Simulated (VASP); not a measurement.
# NaSc2 (P6/mmm) in VASP: further runs, part 2 of 2

VASP 6.6.1. Earlier steps stand in the parts before.

## (3) Single point, PBE

This run uses another cell than the first one, of 27.04 Å³/atom.

INCAR

```
PREC = Accurate
ENCUT = 520
EDIFF = 1E-7
ISMEAR = 0
SIGMA = 0.1
LREAL = False
LASPH = True
NELM = 60
ALGO = Normal
ISIF = 2
LWAVE = False
LCHARG = False
GGA = PE
NBANDS = 22
```

KPOINTS

```
Automatic mesh
0
Gamma
  6 6 6
```

POSCAR

```
NaSc2
1.0
    5.5831073635      0.0000000000      0.0000000000
   -2.7915536818      4.8351128088      0.0000000000
    0.0000000000      0.0000000000      3.0045456559
Na Sc
1 2
Direct
    0.0000000000      0.0000000000      0.0000000000
    0.3333333333      0.6666666667      0.5000000000
    0.6666666667      0.3333333333      0.5000000000
```

Potentials or basis: VASP PAW PBE potentials, release 64 (Na_pv, Sc_sv).

Started as:

```
> cat potpaw_PBE.64/Na_pv/POTCAR potpaw_PBE.64/Sc_sv/POTCAR > POTCAR
> mpirun -np 1 vasp_std > vasp.out
```

OUTCAR:

```text
PREC = Accurate
   ENCUT = 520
   EDIFF = 1E-7
   ISMEAR = 0
   LREAL = False
   LASPH = True
   NELM = 60
   ISIF = 2
   GGA = PE

 ion  position               nearest neighbor table
   1  0.000  0.000  0.000-
   2  0.333  0.667  0.500-   3 3.22   3 3.22   3 3.22
   3  0.667  0.333  0.500-   2 3.22   2 3.22   2 3.22

  LATTYP: Found a hexagonal cell.
 ALAT       =     5.5831073635
 C/A-ratio  =     0.5381493603

  Lattice vectors:

 A1 = (   5.5831073635,   0.0000000000,   0.0000000000)
 A2 = (  -2.7915536818,   4.8351128088,   0.0000000000)
 A3 = (   0.0000000000,   0.0000000000,   3.0045456559)

Analysis of symmetry for initial positions (statically):
=====================================================================
 Subroutine PRICEL returns:
 Original cell was already a primitive cell.

 Routine SETGRP: Setting up the symmetry group for a
 hexagonal supercell.

 Subroutine GETGRP returns: Found 24 space group operations
 (whereof 24 operations were pure point group operations)
 out of a pool of 24 trial point group operations.

The static configuration has the point symmetry D_6h.

Analysis of symmetry for dynamics (positions and initial velocities):
=====================================================================
 Subroutine PRICEL returns:
 Original cell was already a primitive cell.

 Routine SETGRP: Setting up the symmetry group for a
 hexagonal supercell.

 Subroutine GETGRP returns: Found 24 space group operations
 (whereof 24 operations were pure point group operations)
 out of a pool of 24 trial point group operations.

The dynamic configuration has the point symmetry D_6h.

 Subroutine INISYM returns: Found 24 space group operations
 (whereof 24 operations are pure point group operations),
 and found     1 'primitive' translations

[... 107 lines left out ...]
   NELECT =      29.0000    total number of electrons
   NUPDOWN=      -1.0000    fix difference up-down
   EMIN   =  10.00;   EMAX   =-10.00  energy-range for DOS
   EFERMI =   0.00;   METHOD = LEGACY
   ISMEAR =     0;   SIGMA  =   0.10  broadening in eV -4-tet -1-fermi 0-gaus
   EFERMI_NEDOS =   21; number of points for ismear=-14 and -15
   IALGO  =     38    algorithm
   IMIX   =      4    mixing-type and parameters
     AMIX     =   0.40;   BMIX     =  1.00
     AMIX_MAG =   1.60;   BMIX_MAG =  1.00
  volume/ion in A,a.u.               =      27.04       182.45
  Fermi-wavevector in a.u.,A,eV,Ry     =   1.161949  2.195765 18.369569  1.350125
  Thomas-Fermi vector in A             =   2.298515
   LORBIT       =      0    0 simple, 1 ext, 2 COOP (PROOUT), +10 PAW based schemes
   GGA     = PE    functional components
   LHFCALC =     F    Hartree Fock is set to
   AEXX    =    0.0000 exact exchange contribution
   IVDW    =     0    specifies the selected vdW correction
   LEPSILON=     F    determine dielectric tensor
   LRPA    =     F    only Hartree local field effects (RPA)
 non-spin polarized calculation
 Gauss-broadening in eV      SIGMA  =   0.10
  energy-cutoff  :      520.00
  volume of cell :       81.11
 maximum number of plane-waves:      2213
 NGX is ok and might be reduce to    42
   NGX = 21   NGY = 21   NGZ = 11

 number of electron      28.9999991 magnetization

 Free energy of the ion-electron system (eV)
  ---------------------------------------------------
  ext. energy  EPLUGINS =         0.00000000
  ---------------------------------------------------
  free energy    TOTEN  =       -12.31541811 eV

  energy without entropy =      -12.27728768  energy(sigma->0) =      -12.29635290

 E-fermi :   2.4792     XC(G=0):  -8.8275

 val. band max:        2.4736883793   @ k =   0.3333   0.3333   0.1667
 cond. band min:       2.4877885085   @ k =   0.3333   0.1667   0.0000
 fundamental gap:      0.0141001292
 Fermi energy:         2.4791820149

 k-point     1 :       0.0000    0.0000    0.0000
  band No.  band energies     occupation
      1     -47.5093      2.00000
      2     -47.4749      2.00000
      3     -26.2226      2.00000
      4     -26.2226      2.00000
      5     -26.0673      2.00000
      6     -26.0673      2.00000
[... 589 lines left out ...]
     21       4.6508      0.00000
     22       5.7149      0.00000

 [... further k-points ...]
[... 5 lines left out ...]
  --------------------------------------------------------------------------------------
  -------------------------------------------------------------------------------------
  Total        0.0117550      0.0117550      0.0026925     -0.0000000     -0.0000000     -0.0000000
  in kB        0.2322046      0.2322046      0.0531869     -0.0000000     -0.0000000     -0.0000000
  external PRESSURE =       0.1725321 kB  Pullay stress =       0.0000000 kB

 VOLUME and BASIS-vectors are now :
 -----------------------------------------------------------------------------
  energy-cutoff  :      520.00
  volume of cell :       81.11
      direct lattice vectors                 reciprocal lattice vectors
     5.583107363  0.000000000  0.000000000     0.179111727  0.103410204  0.000000000
    -2.791553682  4.835112809  0.000000000     0.000000000  0.206820407  0.000000000
     0.000000000  0.000000000  3.004545656     0.000000000  0.000000000  0.332829025

 POSITION                                       TOTAL-FORCE (eV/Angst)
 -----------------------------------------------------------------------------------
      0.00000      0.00000      0.00000         0.000000      0.000000     -0.000000
     -0.00000      3.22341      1.50227        -0.000000      0.000000     -0.000000
      2.79155      1.61170      1.50227         0.000000     -0.000000      0.000000
 -----------------------------------------------------------------------------------
    total drift:                               -0.000000      0.000000     -0.000000

  FREE ENERGIE OF THE ION-ELECTRON SYSTEM (eV)
  ---------------------------------------------------
  free  energy   TOTEN  =       -12.3154181140 eV

  energy  without entropy=      -12.2772876800  energy(sigma->0) =      -12.29635290
```

It took 56 s on 1 thread of AMD EPYC 7R13 (Zen 3), shared host; peak memory 0.18 GiB.

What came out:

```
Free energy            : -12.3154 eV
Pressure               : 0.0 GPa
Band gap on the k mesh : zero (an odd number of electrons rules out a gap without spin polarisation)
```

## (4) Relaxation of cell and atoms, PBE

INCAR

```
PREC = Accurate
ENCUT = 600
EDIFF = 1E-6
ISMEAR = 0
SIGMA = 0.1
LREAL = False
LASPH = True
NELM = 60
ALGO = Fast
ISIF = 3
LWAVE = False
LCHARG = False
GGA = PE
IBRION = 2
NSW = 90
EDIFFG = -0.04
```

KPOINTS is that of step 3.

POSCAR

```
NaSc2
1.0
    4.4840744015      0.0000000000      0.0000000000
   -2.2420372008      3.8833223442      0.0000000000
    0.0000000000      0.0000000000      3.1539374057
Na Sc
1 2
Direct
    0.0000000000      0.0000000000      0.0000000000
    0.3333333333      0.6666666667      0.5000000000
    0.6666666667      0.3333333333      0.5000000000
```

Started as:

```
> cat potpaw_PBE.64/Na_pv/POTCAR potpaw_PBE.64/Sc_sv/POTCAR > POTCAR
> mpirun -np 1 vasp_std > vasp.out
```

It took 8.4 min on 1 thread of AMD EPYC 7R13 (Zen 3), shared host; peak memory 0.18 GiB.

The run converged. Its results:

```yaml
Free_energy: -12.3026 eV
Relaxed_volume: 26.96 Å³/atom
Relaxed_cell: a = 5.559 Å, b = 5.559 Å, c = 3.022 Å, α = 90.00°, β = 90.00°, γ = 120.00°
Space_group_after_relaxing_to_0.1_Å: P6/mmm (No. 191)
Energy_gained_by_relaxing: 680.0 meV/atom
Ionic_steps: 8
Pressure_after_relaxing: 0.1 GPa
Band_gap_on_the_k_mesh: zero (an odd number of electrons rules out a gap without spin polarisation)
```

Stress tensor (GPa, compression positive):
```
 0.19  0.00  0.00
 0.00  0.19  0.00
 0.00  0.00 -0.10
```

Step by step:
| step | energy change (eV) | largest force (eV/Å) | pressure (GPa) | volume (Å³) |
| --- | --- | --- | --- | --- |
| 1 | 0.0000 | 0.0000 | 22.84 | 54.92 |
| 2 | -1.8239 | 0.0000 | 1.32 | 78.09 |
| 3 | -1.8060 | 0.0000 | -3.37 | 93.01 |
| 4 | -1.8768 | 0.0000 | -1.42 | 85.38 |
| 5 | -1.8776 | 0.0000 | -1.22 | 84.69 |
| 6 | -1.9893 | 0.0000 | -0.72 | 83.00 |
| 7 | -2.0344 | 0.0000 | -0.14 | 81.55 |
| 8 | -2.0399 | 0.0000 | 0.09 | 80.87 |

Final structure:
```
CELL_PARAMETERS angstrom
5.55905 0.00000 0.00000
-2.77953 4.81428 0.00000
0.00000 0.00000 3.02164
ATOMIC_POSITIONS crystal
Na 0.00000 0.00000 0.00000
Sc 0.33333 0.66667 0.50000
Sc 0.66667 0.33333 0.50000
```

Levels at points of the mesh, in eV from the Fermi level:
```
           k point  band 12  band 13  band 14  band 15  band 16  band 17  band 18
(0.00, 0.00, 0.00)    -4.59    -0.32    -0.25    -0.21    -0.21     0.13     0.13
(0.50, 0.00, 0.00)    -3.15    -2.63    -1.10     0.06     0.07     0.21     0.34
(0.00, 0.00, 0.50)    -1.19    -0.48    -0.48    -0.23     0.97     1.19     1.19
(0.50, 0.00, 0.50)    -0.95    -0.79    -0.16     0.03     0.45     0.90     0.96
```

Caveat: the volume moved by over 15 % at a fixed basis, so the end points are rough; the highest band is partly filled, so the run has too few bands.

## (5) Overview

```csv
task,cell,cutoff (eV),gap on the mesh (eV),pressure (GPa)
single point,"a = 4.484, b = 4.484, c = 3.154 Å, angles 90.0, 90.0, 120.0°, 3 atoms",520,none,22.8
single point,"a = 5.583, b = 5.583, c = 3.005 Å, angles 90.0, 90.0, 120.0°, 3 atoms",520,none,0.0
relaxation of cell and atoms,"relaxed from a = 4.484, b = 4.484, c = 3.154 Å, angles 90.0, 90.0, 120.0°, 3 atoms",600,none,0.1
```

Alike in all rows: level PBE; potentials or basis VASP PAW PBE potentials, release 64 (Na_pv, Sc_sv); no spin polarisation; k mesh 6 × 6 × 6; smearing gaussian 0.1 eV.

Caveats: the stress differs along the axes, from 8 to 30 GPa (at least some runs); the volume moved by over 15 % at a fixed basis, so the end points are rough (at least some runs); the highest band is partly filled, so the run has too few bands (at least some runs).

Total energies depend on the potentials used, so only differences within one code and one set of settings carry meaning.

The gap in the log of VASP goes by the Fermi energy; the results here count the filled bands.